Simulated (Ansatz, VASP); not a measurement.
One calculation of Si, two programs

```
Si
1.0
     0.00000    1.83797    1.83797
     1.83797    0.00000    1.83797
     1.83797    1.83797    0.00000
Si
1
Direct
  0.00000 0.00000 0.00000
```

Alike in both runs: task single point; functional PBE; k mesh 18 × 18 × 18; occupations gaussian, width 0.1 eV; no spin polarisation.

|  | VASP | Ansatz |
| --- | --- | --- |
| version | VASP 6.6.1 | Ansatz 0.2.0 |
| potentials or method | VASP PAW PBE potentials, release 64 (Si), cutoff 520 eV | scalar-relativistic, plane waves, PAW |
| valence electrons in the cell | 4 | 4 |

Ansatz gave:

| Item | Value |
| --- | --- |
| gap on the k mesh at the Fermi level (eV) | none |
| pressure (GPa) | 17.8 |

**Question.** What did VASP give for the same quantities?

**Answer.** gap on the k mesh at the Fermi level (eV): none; pressure (GPa): 17.7.

A gap of «none» marks a metal or a gap that the smearing closes.
